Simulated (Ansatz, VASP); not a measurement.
One calculation of Fe, two programs

The input INCAR:

```
SYSTEM = Fe
  PREC = Accurate
  ENCUT = 520
  EDIFF = 1E-6
  ISMEAR = 0
  SIGMA = 0.1
  LREAL = .FALSE.
  LASPH = .TRUE.
  NELM = 150
  ALGO = Normal
  ISIF = 2
  LWAVE = .FALSE.
  LCHARG = .TRUE.
  ISPIN = 2
  MAGMOM = 2.32
  LORBIT = 11
  LMAXMIX = 4
  GGA = PS
  LELF = .TRUE.
  LVHAR = .TRUE.
  NBANDS = 14
```

The input KPOINTS:

```
Automatic mesh
0
G
  20 20 20
  0 0 0
```

POSCAR

```
Fe
1.0
   -1.4378663212      1.4378663212      1.4378663212
    1.4378663212     -1.4378663212      1.4378663212
    1.4378663212      1.4378663212     -1.4378663212
Fe
1
Direct
    0.0000000000      0.0000000000      0.0000000000
```

Input for Ansatz:

```yaml
crystal:
  lattice:
    - [-1.437866326, 1.437866326, 1.437866326]
    - [1.437866326, -1.437866326, 1.437866326]
    - [1.437866326, 1.437866326, -1.437866326]
  atoms:
    - { symbol: Fe, position: [0.0, 0.0, 0.0], spin: 2.32 }
basis:
  ecutwfc: 420
kpoints:
  mp_grid: { grid: [20, 20, 20] }
hamiltonian:
  xc: pbesol
scf:
  occupations: { method: gaussian, width: 0.1 }
output:
  forces: true
  stress: true
  eigenvalues: true
  populations: true
magnetization:
  spin_polarized: true
```

Alike in both runs: task single point; functional PBEsol; k mesh 20 × 20 × 20; occupations gaussian, width 0.1 eV; collinear spin.

|  | VASP | Ansatz |
| --- | --- | --- |
| version | VASP 6.6.1 | Ansatz 0.2.0 |
| potentials or method | VASP PAW PBE potentials, release 64 (Fe), cutoff 520 eV | scalar-relativistic, plane waves, PAW |
| valence electrons in the cell | 8 | 16 |

|  | VASP | Ansatz | Ansatz less VASP |
| --- | --- | --- | --- |
| gap on the k mesh at the Fermi level (eV) | none | none | - |
| pressure (GPa) | -16.3 | -16.7 | -0.34 |
| net moment per atom (μB) | 2.27 | 2.25 | -0.020 |
| size of the moment on the site where the two differ most (μB) | 2.27 | 2.29 | +0.027 |

VASP's potentials were made for PBE, not for PBEsol. Site moments also hang on the region over which each program counts them. A gap of «none» marks a metal or a gap that the smearing closes. VASP's potentials hold 8 valence electrons a cell and Ansatz's 16, so a difference there can come from the potentials and not from the codes.
